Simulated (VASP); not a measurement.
Ba2CaMoO6, 10 atoms in the cell. It takes space group Fm-3m (No. 225, cubic). The conventional cell has a = 8.446 Å, b = 8.446 Å, c = 8.446 Å, α = 90.00°, β = 90.00°, γ = 90.00°. Within 3.9 Å of Ba (site symmetry -43m) lie 12 O at 2.99 Å and 4 Ca at 3.66 Å and 4 Mo at 3.66 Å. Within 3.0 Å of Ca (site symmetry m-3m) lie 6 O at 2.30 Å. Mo (site symmetry m-3m) has 6 O at 1.93 Å within 2.6 Å. Within 2.6 Å of O (site symmetry 4mm) lie 1 Mo at 1.93 Å and 1 Ca at 2.30 Å. 

- Program: VASP 6.6.1
- Task: single point
- Functional: r2SCAN
- Potentials or basis: VASP PAW PBE potentials, release 64 (Ba_sv, Ca_sv, Mo_sv, O)
- Cutoff: 520 eV
- k mesh: 6 × 6 × 6
- Occupations: fermi-dirac, width 0.02 eV
- Spin: no spin polarisation
- Dipole correction: no
- Further INCAR settings: ALGO = Normal; EDIFF = 1e-07; NBANDS = 51

Potentials or basis: VASP PAW PBE potentials, release 64 (Ba_sv, Ca_sv, Mo_sv, O).

Command:

```bash
$ cat potpaw_PBE.64/Ba_sv/POTCAR potpaw_PBE.64/Ca_sv/POTCAR potpaw_PBE.64/Mo_sv/POTCAR potpaw_PBE.64/O/POTCAR > POTCAR
$ cp INCAR.step1 INCAR
$ mpirun -np 1 vasp_std > vasp.out
$ cp INCAR.step2 INCAR
$ mpirun -np 1 vasp_std > vasp.out
```

Hardware: 1 thread of Intel(R) Xeon(R) 6975P-C (Granite Rapids), with other jobs on the host.

Q: How long does it take, and how much memory?

A: It took 7.5 min on 1 thread of Intel(R) Xeon(R) 6975P-C (Granite Rapids), with other jobs on the host, peak memory 0.43 GiB. Counts: k points 16.
